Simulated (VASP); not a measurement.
Runs of VASP 6.6.1 on RbBr. The structure is that of space group Fm-3m (No. 225), or close to it. The cells are those of the table. 

| cell | gap on the mesh (eV) | pressure (GPa) |
| --- | --- | --- |
| a = 4.719 Å, angles 60.0°, 2 atoms | 4.58 | (a) |
| a = 5.077 Å, angles 60.0°, 2 atoms | 4.03 | -0.7 |
| a = 4.684 Å, angles 60.0°, 2 atoms | 4.64 | (b) |
| a = 5.016 Å, angles 60.0°, 2 atoms | (c) | -0.3 |

Alike in all rows: task single point; level PBE; potentials or basis VASP PAW PBE potentials, release 64 (Rb_sv, Br); no spin polarisation; k mesh 6 × 6 × 6; cutoff (eV) 520; smearing gaussian 0.02 eV.

Estimate the missing entries.

(a) 2.6; (b) 3.2; (c) 4.11.

A k mesh can miss the band edges, and the runs leave out spin-orbit coupling on Br, Rb.
